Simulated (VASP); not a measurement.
ZnSe: relaxation of cell and atoms with PBE

Crystal: ZnSe.

```
Zn Se
1.0
     0.00000    2.70084    2.70084
     2.70084    0.00000    2.70084
     2.70084    2.70084    0.00000
Zn Se
1 1
Direct
  0.00000 0.00000 0.00000
  0.25000 0.25000 0.25000
```

```json
{
 "Program": "VASP 6.6.1",
 "Task": "relaxation of cell and atoms",
 "Functional": "PBE",
 "Potentials or basis": "VASP PAW PBE potentials, release 64 (Zn, Se)",
 "Cutoff": "600 eV",
 "k mesh": "8 × 8 × 8",
 "Occupations": "fermi-dirac, width 0.02 eV",
 "Spin": "no spin polarisation",
 "Dipole correction": "no",
 "Further INCAR settings": "ALGO = Normal; EDIFF = 1e-06; IBRION = 2; EDIFFG = -0.005; NSW = 80; ISIF = 3"
}
```

The relaxed volume is 23.60 Å³/atom. The relaxed cell is a = 4.056 Å, b = 4.056 Å, c = 4.056 Å, α = 60.00°, β = 60.00°, γ = 60.00°, the space group after relaxing (to 0.1 Å) is F-43m (No. 216) and the energy gained by relaxing is 161.4 meV/atom. The ionic steps are 3, the pressure after relaxing is 0.0 GPa and the band gap on the k mesh is 1.15 eV.

Step by step:
```
step  energy change (eV)  largest force (eV/Å)  pressure (GPa)  volume (Å³)
   1              0.0000                0.0000           15.55        39.40
   2             -0.2695                0.0000           -3.87        51.34
   3             -0.3228                0.0000            0.02        47.19
```

Final structure:
```
CELL_PARAMETERS angstrom
0.00000 2.86828 2.86828
2.86828 0.00000 2.86828
2.86828 2.86828 0.00000
ATOMIC_POSITIONS crystal
Zn 0.00000 0.00000 0.00000
Se 0.25000 0.25000 0.25000
```

Levels at points of the mesh, in eV from the valence-band top:
```tsv
k point	band 5	band 6	band 7	band 8	band 9	band 10	band 11	band 12	band 13
(0.00, 0.00, 0.00)	-6.08	-6.08	0.00	0.00	0.00	1.15	5.81	5.81	5.81
(0.50, 0.00, 0.00)	-6.07	-5.94	-5.00	-0.82	-0.82	2.48	6.39	6.39	8.47
(0.50, 0.50, 0.00)	-6.04	-5.92	-4.60	-2.06	-2.06	3.06	3.46	10.48	11.00
```

It took 77 s on 1 thread of Intel Xeon 8259CL, with other jobs on the host, peak memory 0.19 GiB.

Caveat: the volume moved by over 15 % at a fixed basis, so the end points are rough.
